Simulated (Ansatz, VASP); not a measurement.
**Two plane-wave programs on Ge**

INCAR

```
PREC = Accurate
ENCUT = 520
EDIFF = 1E-7
ISMEAR = -1
SIGMA = 0.1
LREAL = False
LASPH = True
NELM = 80
ALGO = Normal
ISIF = 2
LWAVE = False
LCHARG = True
LELF = True
LVHAR = True
NBANDS = 21
```

The input KPOINTS:

```
Automatic mesh
0
Gamma
  14 14 8
```

File POSCAR:

```
Ge
1.0
    3.0280408710      0.0000000000      0.0000000000
   -1.5140204355      2.6223603180      0.0000000000
    0.0000000000      0.0000000000      4.7009978550
Ge
2
Direct
    0.3333333333      0.6666666667      0.2500000000
    0.6666666667      0.3333333333      0.7500000000
```

Input for Ansatz:

```yaml
crystal:
  lattice:
    - [3.028040871, 0.0, 0.0]
    - [-1.5140204355, 2.622360318, 0.0]
    - [0.0, 0.0, 4.700997855]
  atoms:
    - { symbol: Ge, position: [0.3333333333, 0.6666666667, 0.25] }
    - { symbol: Ge, position: [0.6666666667, 0.3333333333, 0.75] }
hamiltonian:
  xc: lda
  pseudopotentials:
    kind: paw
    azcp:
      Ge: "pseudopotentials/Ge.paw.azcp"
basis:
  ecutwfc: 420
  fft_grid_basis: typed
kpoints:
  mp_grid: { grid: [14, 14, 8], shift: [0, 0, 0] }
magnetization:
  spin_polarized: false
scf:
  occupations: { method: fermi_dirac, width: 0.1 }
  lower_state_search: "off"
output:
  stress: true
```

Alike in both runs: task single point; functional LDA; k mesh 14 × 14 × 8; occupations fermi-dirac, width 0.1 eV; no spin polarisation.

|  | VASP | Ansatz |
| --- | --- | --- |
| version | VASP 6.6.1 | Ansatz 0.2.0 |
| potentials or method | VASP PAW LDA potentials, release 64 (Ge_d), cutoff 520 eV | plane waves (420 eV) with PAW, scalar-relativistic |
| valence electrons in the cell | 28 | 28 |

```csv
,VASP,Ansatz,Ansatz less VASP
pressure (GPa),-2.5,-2.6,-0.05
"traceless stress, the component that is largest in VASP (GPa)",1.67,1.69,+0.016
```

Ansatz warns that its potentials were made for another functional, while VASP's fit it. LDA's correlation is that of Perdew and Zunger in VASP and of Perdew and Wang (1992) in Ansatz.
